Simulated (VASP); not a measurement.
Set up this calculation in VASP 6.6.1, as the native input.

```yaml
Task: relaxation of cell and atoms
Functional: PBEsol
Potentials_or_basis: VASP PAW PBE potentials, release 64 (Sn_d, Te)
Cutoff: 500 eV
k_mesh: 6 × 6 × 6
Occupations: fermi-dirac, width 0.1 eV
Spin: no spin polarisation
Target_pressure: 5 GPa
Dipole_correction: no
Further_INCAR_settings: ALGO = Normal; EDIFF = 1e-07; IBRION = 2; EDIFFG = -0.01; NSW = 80; ISIF = 3
```

The structure of SnTe lies in POSCAR:

```
SnTe
1.0
    0.0000000000      3.6111460000      3.6111460000
    3.6111460000      0.0000000000      3.6111460000
    3.6111460000      3.6111460000      0.0000000000
Sn Te
1 1
Direct
    0.0000000000      0.0000000000      0.0000000000
    0.2500000000      0.2500000000      0.2500000000
```

The input as run:

INCAR

```
SYSTEM = SnTe
  PREC = Accurate
  ENCUT = 500
  EDIFF = 1E-7
  ISMEAR = -1
  SIGMA = 0.1
  LREAL = .False.
  LASPH = .True.
  NELM = 120
  ALGO = Normal
  ISIF = 3
  LWAVE = .False.
  LCHARG = .False.
  GGA = PS
  IBRION = 2
  NSW = 80
  EDIFFG = -0.01
  PSTRESS = 50.0
  GGA_COMPAT = .False.
  NELMIN = 4
```

KPOINTS

```
Automatic mesh
0
Gamma
  6 6 6
  0 0 0
```

Potentials or basis: VASP PAW PBE potentials, release 64 (Sn_d, Te).

The run is started by

```bash
$ cat potpaw_PBE.64/Sn_d/POTCAR potpaw_PBE.64/Te/POTCAR > POTCAR
$ mpirun -np 1 vasp_std > vasp.out
```

Results of the run:

* Relaxed volume: 38.47 Å³/atom
* Relaxed cell: a = 4.774 Å, b = 4.774 Å, c = 4.774 Å, α = 60.00°, β = 60.00°, γ = 60.00°
* Space group after relaxing (to 0.1 Å): F-43m (No. 216)
* Energy change on relaxing (the run minimises the enthalpy): +68.0 meV/atom
* Ionic steps: 3
* Pressure after relaxing: 5.0 GPa
* Band gap on the k mesh: zero (bands 10 and 11 overlap by 0.34 eV)

Caveat: the cell is relaxed towards a set pressure, so the run minimises the enthalpy, not the energy; the volume moved by over 15 % at a fixed basis, so the end points are rough; semilocal functionals underestimate gaps, and a narrow one can read as zero; the PAW data sets were made with another functional, which shifts forces and pressure a little; spin-orbit coupling is left out, which moves the levels of the heavy elements.

It took 71 s on 1 thread of AMD EPYC 7R13 Processor (Zen 3) (shared host), peak memory 0.22 GiB.
